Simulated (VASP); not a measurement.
# Sc (P6_3/mmc) in VASP: a series of runs

Sc is run at these levels: PBEsol; tasks: single point, relaxation of cell and atoms.

Everything below comes from runs of VASP 6.6.1. Logs are shortened: lines on timing, memory, paths and dates and some standing lists are left out, and cuts for length are marked.

**1. The cell of the first run**

The structure is hexagonal, space group P6_3/mmc (No. 194). Conventional cell: a = 3.277 Å, b = 3.277 Å, c = 5.078 Å, α = 90.00°, β = 90.00°, γ = 120.00°. Sc (site symmetry -6m2) has 12 Sc at 3.17 to 3.28 Å within 4.2 Å.

**2. Single point, PBEsol**

INCAR reads:

```
PREC = Accurate
ENCUT = 520
EDIFF = 1E-6
ISMEAR = 1
SIGMA = 0.1
LREAL = F
LASPH = T
NELM = 60
ALGO = Normal
ISIF = 2
LWAVE = F
LCHARG = T
GGA = PS
LELF = T
LVHAR = T
NBANDS = 18
```

KPOINTS reads:

```
Automatic mesh
0
Gamma
  16 16 9
```

POSCAR reads:

```
Sc
1.0
    3.2774863349      0.0000000000      0.0000000000
   -1.6387431674      2.8383864266      0.0000000000
    0.0000000000      0.0000000000      5.0779875714
Sc
2
Direct
    0.3333333333      0.6666666667      0.2500000000
    0.6666666667      0.3333333333      0.7500000000
```

Potentials or basis: VASP PAW PBE potentials, release 64 (Sc_sv).

Started as:

```
> cat potpaw_PBE.64/Sc_sv/POTCAR > POTCAR
> mpirun -np 1 vasp_std > vasp.out
```

OUTCAR:

```text
PREC = Accurate
   ENCUT = 520
   EDIFF = 1E-6
   ISMEAR = 1
   LREAL = F
   LASPH = T
   NELM = 60
   ISIF = 2
   GGA = PS

 ion  position               nearest neighbor table
   1  0.333  0.667  0.250-   2 3.17   2 3.17   2 3.17   2 3.17   2 3.17   2 3.17
   2  0.667  0.333  0.750-   1 3.17   1 3.17   1 3.17   1 3.17   1 3.17   1 3.17

  LATTYP: Found a hexagonal cell.
 ALAT       =     3.2774863349
 C/A-ratio  =     1.5493543077

  Lattice vectors:

 A1 = (   3.2774863349,   0.0000000000,   0.0000000000)
 A2 = (  -1.6387431674,   2.8383864266,   0.0000000000)
 A3 = (   0.0000000000,   0.0000000000,   5.0779875714)

Analysis of symmetry for initial positions (statically):
=====================================================================
 Subroutine PRICEL returns:
 Original cell was already a primitive cell.

 Routine SETGRP: Setting up the symmetry group for a
 hexagonal supercell.

 Subroutine GETGRP returns: Found 24 space group operations
 (whereof 12 operations were pure point group operations)
 out of a pool of 24 trial point group operations.

The static configuration has the point symmetry D_3d.
 The point group associated with its full space group is D_6h.

Analysis of symmetry for dynamics (positions and initial velocities):
=====================================================================
 Subroutine PRICEL returns:
 Original cell was already a primitive cell.

 Routine SETGRP: Setting up the symmetry group for a
 hexagonal supercell.

 Subroutine GETGRP returns: Found 24 space group operations
 (whereof 12 operations were pure point group operations)
 out of a pool of 24 trial point group operations.

The dynamic configuration has the point symmetry D_3d.
 The point group associated with its full space group is D_6h.

 Subroutine INISYM returns: Found 24 space group operations
 (whereof 12 operations are pure point group operations),
 and found     1 'primitive' translations

----------------------------------------------------------------------------------------

                                     Primitive cell

  volume of cell :      47.2394

  direct lattice vectors                    reciprocal lattice vectors
     3.277486335  0.000000000  0.000000000     0.305111875  0.176156423  0.000000000
    -1.638743167  2.838386427  0.000000000     0.000000000  0.352312846  0.000000000
     0.000000000  0.000000000  5.077987571     0.000000000  0.000000000  0.196928406

  length of vectors
     3.277486335  3.277486335  5.077987571     0.352312846  0.352312846  0.196928406

  position of ions in fractional coordinates (direct lattice)
     0.333333333  0.666666667  0.250000000
     0.666666667  0.333333333  0.750000000

  ion indices of the primitive-cell ions
   primitive index   ion index
                 1           1
                 2           2

----------------------------------------------------------------------------------------

 KPOINTS: Automatic mesh

Automatic generation of k-mesh.
 Grid dimensions read from file:
 generate k-points for:   16   16    9

 Generating k-lattice:

  Cartesian coordinates                     Fractional coordinates (reciprocal lattice)
     0.019069492  0.011009776  0.000000000     0.062500000  0.000000000  0.000000000
     0.000000000  0.022019553  0.000000000     0.000000000  0.062500000  0.000000000
     0.000000000  0.000000000  0.021880934     0.000000000  0.000000000  0.111111111

  Length of vectors
     0.022019553  0.022019553  0.021880934

  Shift w.r.t. Gamma in fractional coordinates (k-lattice)
     0.000000000  0.000000000  0.000000000

 Subroutine IBZKPT returns following result:
 ===========================================

 Found    150 irreducible k-points:

 Following reciprocal coordinates:
            Coordinates               Weight
  0.000000  0.000000  0.000000      1.000000
  0.062500 -0.000000  0.000000      6.000000
  0.125000 -0.000000  0.000000      6.000000
  0.187500  0.000000  0.000000      6.000000
  0.250000 -0.000000  0.000000      6.000000
  0.312500 -0.000000  0.000000      6.000000
[... 16 lines left out ...]
  0.187500  0.187500  0.000000      6.000000
  0.250000  0.187500  0.000000     12.000000
 [... further k-points ...]
   k-points           NKPTS =    150   k-points in BZ     NKDIM =    150   number of bands    NBANDS=     18
   number of dos      NEDOS =    301   number of ions     NIONS =      2
   total plane-waves  NPLWV =  23040
   dimension x,y,z NGX =    24 NGY =   24 NGZ =   40
   dimension x,y,z NGXF=    48 NGYF=   48 NGZF=   80
   ions per type =               2
   NGX,Y,Z   is equivalent  to a cutoff of  12.17, 12.17, 13.10 a.u.
   NGXF,Y,Z  is equivalent  to a cutoff of  24.35, 24.35, 26.19 a.u.
 SYSTEM =  unknown system
   PREC   = accura    normal or accurate (medium, high low for compatibility)
   ISTART =      0    job   : 0-new  1-cont  2-samecut
   ICHARG =      2    charge: 1-file 2-atom 10-const
   ISPIN  =      1    spin polarized calculation?
   LNONCOLLINEAR =      F non collinear calculations
   LSORBIT =      F    spin-orbit coupling
   LASPH  =      T    aspherical Exc in radial PAW
   ENCUT  =  520.0 eV  38.22 Ry    6.18 a.u.   6.09  6.09  9.44*2*pi/ulx,y,z
   NELM   =     60;   NELMIN=  2; NELMDL= -5     # of ELM steps
   EDIFF  = 0.1E-05   stopping-criterion for ELM
   LREAL  =      F    real-space projection
[... 7 lines left out ...]
   TEBEG  =    0.0;   TEEND  =   0.0 temperature during run
   PSTRESS=    0.0 pullay stress
   NELECT =      22.0000    total number of electrons
   NUPDOWN=      -1.0000    fix difference up-down
   EMIN   =  10.00;   EMAX   =-10.00  energy-range for DOS
   EFERMI =   0.00;   METHOD = LEGACY
   ISMEAR =     1;   SIGMA  =   0.10  broadening in eV -4-tet -1-fermi 0-gaus
   EFERMI_NEDOS =   21; number of points for ismear=-14 and -15
   IALGO  =     38    algorithm
   IMIX   =      4    mixing-type and parameters
     AMIX     =   0.40;   BMIX     =  1.00
     AMIX_MAG =   1.60;   BMIX_MAG =  1.00
  volume/ion in A,a.u.               =      23.62       159.39
  Fermi-wavevector in a.u.,A,eV,Ry     =   1.268959  2.397985 21.908888  1.610258
  Thomas-Fermi vector in A             =   2.402026
   LORBIT       =      0    0 simple, 1 ext, 2 COOP (PROOUT), +10 PAW based schemes
   GGA     = PS    functional components
   LHFCALC =     F    Hartree Fock is set to
   AEXX    =    0.0000 exact exchange contribution
   IVDW    =     0    specifies the selected vdW correction
   LEPSILON=     F    determine dielectric tensor
   LRPA    =     F    only Hartree local field effects (RPA)
 non-spin polarized calculation
 Methfessel and Paxton  Order N= 1 SIGMA  =   0.10
  energy-cutoff  :      520.00
  volume of cell :       47.24
 maximum number of plane-waves:      1292
   NGX = 13   NGY = 13   NGZ = 19

 number of electron      22.0000009 magnetization

 Free energy of the ion-electron system (eV)
  ---------------------------------------------------
  ext. energy  EPLUGINS =         0.00000000
  ---------------------------------------------------
  free energy    TOTEN  =       -13.21110280 eV

  energy without entropy =      -13.21072649  energy(sigma->0) =      -13.21097736

 E-fermi :   3.8270     XC(G=0): -10.1652

 val. band max:        3.8260165163   @ k =   0.1875   0.1875   0.1111
 cond. band min:       3.8396990783   @ k =   0.3125   0.2500   0.3333
 fundamental gap:      0.0136825619
 Fermi energy:         3.8270446778

 k-point     1 :       0.0000    0.0000    0.0000
  band No.  band energies     occupation
      1     -45.2730      2.00000
      2     -45.1842      2.00000
      3     -24.2343      2.00000
      4     -23.8368      2.00000
      5     -23.8368      2.00000
      6     -23.7574      2.00000
[... 10 lines left out ...]
     17       6.2044      0.00000
     18       6.2044      0.00000

 k-point     2 :       0.0625   -0.0000    0.0000
  band No.  band energies     occupation
      1     -45.2708      2.00000
      2     -45.1835      2.00000
      3     -24.2283      2.00000
      4     -23.8481      2.00000
      5     -23.8408      2.00000
      6     -23.7694      2.00000
[... 10 lines left out ...]
     17       6.1301      0.00000
     18       6.1474      0.00000

 k-point     3 :       0.1250   -0.0000    0.0000
  band No.  band energies     occupation
      1     -45.2643      2.00000
      2     -45.1815      2.00000
      3     -24.2107      2.00000
      4     -23.8804      2.00000
      5     -23.8520      2.00000
      6     -23.8031      2.00000
[... 10 lines left out ...]
     17       6.1121      0.00000
     18       6.1684      0.00000

 k-point     4 :       0.1875    0.0000    0.0000
  band No.  band energies     occupation
      1     -45.2544      2.00000
      2     -45.1789      2.00000
      3     -24.1829      2.00000
      4     -23.9292      2.00000
      5     -23.8682      2.00000
      6     -23.8524      2.00000
[... 10 lines left out ...]
     17       6.3618      0.00000
     18       6.4351      0.00000

 k-point     5 :       0.2500   -0.0000    0.0000
  band No.  band energies     occupation
      1     -45.2423      2.00000
      2     -45.1762      2.00000
      3     -24.1472      2.00000
      4     -23.9873      2.00000
      5     -23.9089      2.00000
      6     -23.8867      2.00000
[... 10 lines left out ...]
     17       6.6629      0.00000
     18       6.7735      0.00000

 k-point     6 :       0.3125   -0.0000    0.0000
  band No.  band energies     occupation
      1     -45.2293      2.00000
      2     -45.1744      2.00000
      3     -24.1068      2.00000
      4     -24.0459      2.00000
      5     -23.9639      2.00000
      6     -23.9047      2.00000
[... 307 lines left out ...]
 k-point    21 :       0.3750    0.1250    0.0000
  band No.  band energies     occupation
      1     -45.2044      2.00000
      2     -45.1752      2.00000
      3     -24.1174      2.00000
      4     -24.0323      2.00000
      5     -24.0191      2.00000
      6     -23.9488      2.00000
[... 10 lines left out ...]
     17       7.7354      0.00000
     18       8.0255      0.00000

 k-point    22 :       0.4375    0.1250    0.0000
  band No.  band energies     occupation
      1     -45.2008      2.00000
      2     -45.1761      2.00000
      3     -24.1282      2.00000
      4     -24.0378      2.00000
      5     -24.0042      2.00000
      6     -23.9555      2.00000
[... 10 lines left out ...]
     17       7.7869      0.00000
     18       8.0088      0.00000

 k-point    23 :       0.1875    0.1875    0.0000
  band No.  band energies     occupation
      1     -45.2261      2.00000
      2     -45.1741      2.00000
      3     -24.0968      2.00000
      4     -24.0123      2.00000
      5     -24.0092      2.00000
      6     -23.8931      2.00000
[... 10 lines left out ...]
     17       7.0774      0.00000
     18       7.4920      0.00000

 k-point    24 :       0.2500    0.1875    0.0000
  band No.  band energies     occupation
      1     -45.2147      2.00000
      2     -45.1739      2.00000
      3     -24.0586      2.00000
      4     -24.0577      2.00000
      5     -24.0246      2.00000
      6     -23.9215      2.00000
[... 10 lines left out ...]
     17       7.4766      0.00000
     18       7.9133      0.00000

 [... further k-points ...]
[... 5 lines left out ...]
  --------------------------------------------------------------------------------------
  -------------------------------------------------------------------------------------
  Total        0.0034234      0.0034234      0.0011047      0.0000000      0.0000000      0.0000000
  in kB        0.1161087      0.1161087      0.0374657      0.0000000      0.0000000      0.0000000
  external PRESSURE =       0.0898944 kB  Pullay stress =       0.0000000 kB

 VOLUME and BASIS-vectors are now :
 -----------------------------------------------------------------------------
  energy-cutoff  :      520.00
  volume of cell :       47.24
      direct lattice vectors                 reciprocal lattice vectors
     3.277486335  0.000000000  0.000000000     0.305111875  0.176156423  0.000000000
    -1.638743167  2.838386427  0.000000000     0.000000000  0.352312846  0.000000000
     0.000000000  0.000000000  5.077987571     0.000000000  0.000000000  0.196928406

 POSITION                                       TOTAL-FORCE (eV/Angst)
 -----------------------------------------------------------------------------------
     -0.00000      1.89226      1.26950         0.000000     -0.000000      0.000000
      1.63874      0.94613      3.80849        -0.000000      0.000000      0.000000
 -----------------------------------------------------------------------------------
    total drift:                               -0.000000      0.000000     -0.000000

  FREE ENERGIE OF THE ION-ELECTRON SYSTEM (eV)
  ---------------------------------------------------
  free  energy   TOTEN  =       -13.2111027975 eV

  energy  without entropy=      -13.2107264909  energy(sigma->0) =      -13.21097736
```

Run time: 1.7 min. Hardware: 1 thread of Intel Xeon Platinum 8259CL at 2.50GHz (Skylake/Cascade Lake), shared host; peak memory 0.23 GiB.

What came out:

* Free energy: -13.2111 eV
* Pressure: 0.0 GPa
* Band gap on the k mesh: zero (bands 11 and 12 overlap by 1.45 eV)

Levels at points of the mesh, in eV from the Fermi level:
| k point | band 7 | band 8 | band 9 | band 10 | band 11 | band 12 | band 13 | band 14 | band 15 | band 16 |
| --- | --- | --- | --- | --- | --- | --- | --- | --- | --- | --- |
| (0.00, 0.00, 0.00) | -27.58 | -27.55 | -5.22 | -1.70 | 0.76 | 1.63 | 1.63 | 1.94 | 2.11 | 2.11 |
| (0.50, 0.00, 0.00) | -27.68 | -27.63 | -1.66 | -1.12 | -0.73 | -0.33 | 1.34 | 1.37 | 1.96 | 3.91 |

Caveat: the PAW data sets were made with another functional, which shifts forces and pressure a little.

**3. Relaxation of cell and atoms, PBEsol**

This run uses another cell than the first one, of 25.00 Å³/atom.

INCAR reads:

```
PREC = Accurate
ENCUT = 600
EDIFF = 1E-6
ISMEAR = 1
SIGMA = 0.1
LREAL = F
LASPH = T
NELM = 60
ALGO = Normal
ISIF = 3
LWAVE = F
LCHARG = F
GGA = PS
IBRION = 2
NSW = 60
EDIFFG = -0.01
```

KPOINTS is that of step 2.

POSCAR reads:

```
Sc
1.0
    3.3090000000      0.0000000000      0.0000000000
   -1.6545000000      2.8656780600      0.0000000000
    0.0000000000      0.0000000000      5.2733000000
Sc
2
Direct
    0.3333333333      0.6666666667      0.2500000000
    0.6666666667      0.3333333333      0.7500000000
```

Potentials or basis: VASP PAW PBE potentials, release 64 (Sc_sv).

Started as:

```
> cat potpaw_PBE.64/Sc_sv/POTCAR > POTCAR
> mpirun -np 1 vasp_std > vasp.out
```

OUTCAR:

```text
PREC = Accurate
   ENCUT = 600
   EDIFF = 1E-6
   ISMEAR = 1
   LREAL = F
   LASPH = T
   NELM = 60
   ISIF = 3
   GGA = PS
   IBRION = 2
   NSW = 60
   EDIFFG = -0.01

 ion  position               nearest neighbor table
   1  0.333  0.667  0.250-   2 3.26   2 3.26   2 3.26   2 3.26   2 3.26   2 3.26
   2  0.667  0.333  0.750-   1 3.26   1 3.26   1 3.26   1 3.26   1 3.26   1 3.26

  LATTYP: Found a hexagonal cell.
 ALAT       =     3.3090000000
 C/A-ratio  =     1.5936234512

  Lattice vectors:

 A1 = (   3.3090000000,   0.0000000000,   0.0000000000)
 A2 = (  -1.6545000000,   2.8656780600,   0.0000000000)
 A3 = (   0.0000000000,   0.0000000000,   5.2733000000)

Analysis of symmetry for initial positions (statically):
=====================================================================
 Subroutine PRICEL returns:
 Original cell was already a primitive cell.

 Routine SETGRP: Setting up the symmetry group for a
 hexagonal supercell.

 Subroutine GETGRP returns: Found 24 space group operations
 (whereof 12 operations were pure point group operations)
 out of a pool of 24 trial point group operations.

The static configuration has the point symmetry D_3d.
 The point group associated with its full space group is D_6h.

Analysis of symmetry for dynamics (positions and initial velocities):
=====================================================================
 Subroutine PRICEL returns:
 Original cell was already a primitive cell.

 Routine SETGRP: Setting up the symmetry group for a
[... 154 lines left out ...]
  ---------------------------------------------------
  free energy    TOTEN  =       -13.18161417 eV

  energy without entropy =      -13.18118942  energy(sigma->0) =      -13.18147258

 E-fermi :   3.5023     XC(G=0):  -9.9322

 val. band max:        3.4986458042   @ k =   0.4375   0.0000   0.4444
 cond. band min:       3.5039541204   @ k =   0.3125   0.3125   0.4444
 fundamental gap:      0.0053083162
 Fermi energy:         3.5022557907

 k-point     1 :       0.0000    0.0000    0.0000
  band No.  band energies     occupation
      1     -45.7515      2.00000
      2     -45.6890      2.00000
      3     -24.6469      2.00000
      4     -24.3235      2.00000
      5     -24.3235      2.00000
      6     -24.2661      2.00000
      7     -24.2661      2.00000
      8     -24.2452      2.00000
      9      -1.6185      2.00000
     10       1.8236      2.00000
     11       3.9259     -0.00000
     12       5.0804     -0.00000
     13       5.0804     -0.00000
     14       5.1958     -0.00000
[... 558 lines left out ...]
--------------------------------------- Ionic step        5  -------------------------------------------

 number of electron      21.9999999 magnetization

 Free energy of the ion-electron system (eV)
  ---------------------------------------------------
  ext. energy  EPLUGINS =         0.00000000
  ---------------------------------------------------
  free energy    TOTEN  =       -13.21229925 eV

  energy without entropy =      -13.21192896  energy(sigma->0) =      -13.21217582

 E-fermi :   3.8217     XC(G=0): -10.1615

 val. band max:        3.8215290881   @ k =   0.1875   0.1875   0.1111
 cond. band min:       3.8344631851   @ k =   0.3125   0.2500   0.3333
 fundamental gap:      0.0129340969
 Fermi energy:         3.8216998930

 k-point     1 :       0.0000    0.0000    0.0000
  band No.  band energies     occupation
      1     -45.2804      2.00000
      2     -45.1920      2.00000
      3     -24.2411      2.00000
      4     -23.8449      2.00000
      5     -23.8449      2.00000
      6     -23.7659      2.00000
      7     -23.7659      2.00000
      8     -23.7270      2.00000
      9      -1.3935      2.00000
     10       2.1224      2.00000
     11       4.5772     -0.00000
     12       5.4474     -0.00000
     13       5.4474     -0.00000
     14       5.7598     -0.00000
[... 444 lines left out ...]
  FREE ENERGIE OF THE ION-ELECTRON SYSTEM (eV)
  ---------------------------------------------------
  free  energy   TOTEN  =       -13.2122992474 eV

  energy  without entropy=      -13.2119289649  energy(sigma->0) =      -13.21217582

 reached required accuracy - stopping structural energy minimisation
```

CONTCAR:

```text
Sc
   1.00000000000000
     3.2780345992203226    0.0000000000000000   -0.0000000000000000
    -1.6390172996101613    2.8388612363186008   -0.0000000000000000
     0.0000000000000000    0.0000000000000000    5.0807788738307309
  Sc
     2
Direct
     0.3333333332999970    0.6666666667000030    0.2500000000000000
     0.6666666667000030    0.3333333332999970    0.7500000000000000

  0.00000000E+00  0.00000000E+00  0.00000000E+00
  0.00000000E+00  0.00000000E+00  0.00000000E+00
```

Wall time 7.1 min (1 thread of Intel Xeon Platinum 8259CL at 2.50GHz (Skylake/Cascade Lake), shared host); peak memory 0.27 GiB.

Results:

```yaml
Free_energy: -13.2123 eV
Relaxed_volume: 23.64 Å³/atom
Relaxed_cell: a = 3.278 Å, b = 3.278 Å, c = 5.081 Å, α = 90.00°, β = 90.00°, γ = 120.00°
Space_group_after_relaxing_to_0.1_Å: P6_3/mmc (No. 194)
Energy_gained_by_relaxing: 15.3 meV/atom
Ionic_steps: 5
Pressure_after_relaxing: 0.0 GPa
Band_gap_on_the_k_mesh: zero (bands 11 and 12 overlap by 1.45 eV)
```

The path:
```
step  energy change (eV)  largest force (eV/Å)  pressure (GPa)  volume (Å³)
   1              0.0000                0.0000           -2.86        50.00
   2             -0.0283                0.0000            0.60        46.84
   3             -0.0288                0.0000            0.19        47.17
   4             -0.0304                0.0000            0.09        47.24
   5             -0.0307                0.0000            0.03        47.28
```

Final structure:
```
Sc
1.0
     3.27803    0.00000    0.00000
    -1.63902    2.83886    0.00000
     0.00000    0.00000    5.08078
Sc
2
Direct
  0.33333 0.66667 0.25000
  0.66667 0.33333 0.75000
```

Levels at points of the mesh, in eV from the Fermi level:
```tsv
k point	band 9	band 10	band 11	band 12	band 13	band 14
(0.00, 0.00, 0.00)	-5.22	-1.70	0.76	1.63	1.63	1.94
(0.50, 0.00, 0.00)	-1.66	-1.12	-0.73	-0.33	1.35	1.36
```

Caveat: the PAW data sets were made with another functional, which shifts forces and pressure a little.
